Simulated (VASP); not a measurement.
Write the native input for VASP 6.6.1 that does the following.

```
Task                   : single point
Functional             : r2SCAN
Potentials or basis    : VASP PAW PBE potentials, release 64 (Pb_d, S)
Cutoff                 : 520 eV
k mesh                 : 8 × 8 × 8
Occupations            : gaussian, width 0.01 eV
Spin                   : no spin polarisation
Dipole correction      : no
Further INCAR settings : ALGO = Normal; EDIFF = 1e-06; NBANDS = 17
```

Crystal: PbS.

```
Pb S
1.0
     0.00000    2.94242    2.99799
     2.94242    0.00000    2.99799
     2.94242    2.94242    0.00000
Pb S
1 1
Direct
  0.00000 0.00000 0.00000
  0.50000 0.50000 0.50000
```

This cell differs from its parent crystal: epitaxial xy strain -1.5%.

The input as run:

POSCAR

```
PbS
1.0
    0.0000000000      2.9424241730      2.9979949977
    2.9424241730      0.0000000000      2.9979949977
    2.9424241730      2.9424241730      0.0000000000
Pb S
1 1
Direct
    0.0000000000      0.0000000000      0.0000000000
    0.5000000000      0.5000000000      0.5000000000
```

INCAR.step1

```
SYSTEM = PbS
PREC = Accurate
ENCUT = 520
ISMEAR = 0
SIGMA = 0.01
LREAL = .FALSE.
LASPH = .TRUE.
NELM = 100
NBANDS = 17
GGA = PE
ALGO = Normal
EDIFF = 1E-4
LWAVE = .TRUE.
LCHARG = .FALSE.
```

INCAR.step2

```
SYSTEM = PbS
PREC = Accurate
ENCUT = 520
EDIFF = 1E-6
ISMEAR = 0
SIGMA = 0.01
LREAL = .FALSE.
LASPH = .TRUE.
NELM = 100
ALGO = Normal
ISIF = 2
LWAVE = .FALSE.
LCHARG = .FALSE.
METAGGA = R2SCAN
LMIXTAU = .TRUE.
NBANDS = 17
ISTART = 1
```

KPOINTS

```
regular mesh
0
G
  8 8 8
  0 0 0
```

Potentials or basis: VASP PAW PBE potentials, release 64 (Pb_d, S).

Command:

```console
$ cat potpaw_PBE.64/Pb_d/POTCAR potpaw_PBE.64/S/POTCAR > POTCAR
$ cp INCAR.step1 INCAR
$ mpirun -np 1 vasp_std > vasp.out
$ cp INCAR.step2 INCAR
$ mpirun -np 1 vasp_std > vasp.out
```

Results of the run:

```yaml
Pressure: 1.7 GPa
Band_gap_on_the_k_mesh: 0.59 eV, direct
```

Caveat: the cell differs from its parent crystal (epitaxial xy strain -1.5%); the PAW data sets were made with another functional, which shifts forces and pressure a little; spin-orbit coupling is left out, which moves the levels of the heavy elements.

Wall time 3.9 min on 1 thread of AMD EPYC 7R43 64-Core Processor (Zen 3), on a shared host, peak memory 0.18 GiB.
